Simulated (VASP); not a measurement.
Set up this calculation in VASP 6.6.1, as the native input.

* Task: single point
* Functional: PBEsol
* Potentials or basis: VASP PAW PBE potentials, release 64 (Sb)
* Cutoff: 520 eV
* k mesh: 16 × 16 × 16
* Occupations: methfessel-paxton, width 0.1 eV
* Spin: no spin polarisation
* Dipole correction: no
* Further INCAR settings: ALGO = Normal; EDIFF = 1e-07; NBANDS = 8

The structure of Sb lies in POSCAR:

```
Sb
1.0
    0.0000000000      2.3559143887      2.3559143887
    2.3559143887      0.0000000000      2.3559143887
    2.3559143887      2.3559143887      0.0000000000
Sb
1
Direct
    0.0000000000      0.0000000000      0.0000000000
```

One way to write it, as run:

INCAR

```
PREC     = Accurate       # precision mode
ENCUT    = 520            # plane-wave cutoff, eV
EDIFF    = 1E-7           # SCF threshold, eV
ISMEAR   = 1              # smearing method
SIGMA    = 0.1            # smearing width, eV
LREAL    = F              # projectors in reciprocal space
LASPH    = T              # aspherical terms in the spheres
NELM     = 100            # most SCF steps
ALGO     = Normal         # electronic algorithm
ISIF     = 2              # what is computed and relaxed
LWAVE    = F              # write WAVECAR
LCHARG   = F              # write CHGCAR
GGA      = PS             # functional
NBANDS   = 8              # bands
```

KPOINTS

```
regular mesh
0
Gamma
  16 16 16
```

Potentials or basis: VASP PAW PBE potentials, release 64 (Sb).

Run with:

```console
$ cat potpaw_PBE.64/Sb/POTCAR > POTCAR
$ mpirun -np 1 vasp_std > vasp.out
```

Results of the run:

| Item | Value |
| --- | --- |
| Pressure | 0.0 GPa |

Caveat: the PAW data sets were made with another functional, which shifts forces and pressure a little.

Run time: 41 s on 1 thread of Intel Xeon 8259CL, with other jobs on the host, peak memory 0.17 GiB.
